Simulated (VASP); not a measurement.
Crystal: PbO2.

```xyz
6
Lattice="4.9577 0.0000 0.0000 0.0000 4.9577 0.0000 0.0000 0.0000 3.3879" Properties=species:S:1:pos:R:3 pbc="T T T"
Pb    0.0000    0.0000    0.0000
Pb    2.4788    2.4788    1.6940
O     1.5230    1.5230    0.0000
O     0.9558    4.0019    1.6940
O     3.4347    3.4347    0.0000
O     4.0019    0.9558    1.6940
```

- Program: VASP 6.6.1
- Task: relaxation of cell and atoms
- Functional: PBE
- Potentials or basis: VASP PAW PBE potentials, release 64 (Pb_d, O)
- Cutoff: 600 eV
- k mesh: 7 × 7 × 9
- Occupations: fermi-dirac, width 0.1 eV
- Spin: no spin polarisation

At the start: pressure 9.3 GPa; volume 13.88 Å³/atom.

Q: How do energy, volume and symmetry change on relaxing?

A: Over 9 steps the energy falls by 25.4 meV/atom and the volume is 14.84 Å³/atom (+7.0 %); space group P4_2/mnm (No. 136, to 0.1 Å) before and after.

Step by step:
```tsv
step	energy change (eV)	largest force (eV/Å)	pressure (GPa)	volume (Å³)
1	0.0000	0.0769	9.26	83.27
2	-0.0669	0.1789	-5.29	93.31
3	-0.1493	0.0904	0.04	88.75
4	-0.1493	0.0876	0.20	88.64
5	-0.1514	0.0357	0.18	88.77
6	-0.1523	0.0260	0.15	88.92
7	-0.1525	0.0071	-0.12	89.14
8	-0.1525	0.0099	-0.09	89.12
9	-0.1526	0.0007	-0.02	89.07
```

Final structure:
```yaml
crystal:
  lattice:
    - [5.07995, 0.00000, 0.00000]
    - [0.00000, 5.07995, 0.00000]
    - [0.00000, 0.00000, 3.45141]
  atoms:
    - { symbol: Pb, position: [0.00000, 0.00000, 0.00000] }
    - { symbol: Pb, position: [0.50000, 0.50000, 0.50000] }
    - { symbol: O, position: [0.30786, 0.30786, 0.00000] }
    - { symbol: O, position: [0.19214, 0.80786, 0.50000] }
    - { symbol: O, position: [0.69214, 0.69214, 0.00000] }
    - { symbol: O, position: [0.80786, 0.19214, 0.50000] }
```
